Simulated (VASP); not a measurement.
Write the native input for VASP 6.6.1 that does the following.

| Property | Result |
| --- | --- |
| Task | single point |
| Functional | LDA |
| Potentials or basis | VASP PAW LDA potentials, release 64 (K_sv) |
| Cutoff | 520 eV |
| k mesh | 6 × 6 × 6 |
| Occupations | methfessel-paxton, width 0.1 eV |
| Spin | no spin polarisation |
| Dipole correction | no |
| Further INCAR settings | ALGO = Normal; EDIFF = 1e-07; NBANDS = 10 |

The structure of K lies in POSCAR:

```
K
1.0
   -2.5300710874      2.5300710874      2.5300710874
    2.5300710874     -2.5300710874      2.5300710874
    2.5300710874      2.5300710874     -2.5300710874
K
1
Direct
    0.0000000000      0.0000000000      0.0000000000
```

These files were run (other wordings do the same):

INCAR

```
PREC = Accurate
ENCUT = 520
EDIFF = 1E-7
ISMEAR = 1
SIGMA = 0.1
LREAL = F
LASPH = T
NELM = 60
ALGO = Normal
ISIF = 2
LWAVE = F
LCHARG = F
GGA = CA
NBANDS = 10
```

KPOINTS

```
Automatic mesh
0
Gamma
  6 6 6
```

Potentials or basis: VASP PAW LDA potentials, release 64 (K_sv).

Command:

```bash
$ cat potpaw_LDA.64/K_sv/POTCAR > POTCAR
$ mpirun -np 1 vasp_std > vasp.out
```

Results of the run:

```yaml
Pressure: 0.0 GPa
```

Wall time 7.1 s on 1 thread of Intel(R) Xeon(R) Platinum 8259CL CPU @ 2.50GHz (Skylake/Cascade Lake), on a shared host, peak memory 0.17 GiB.
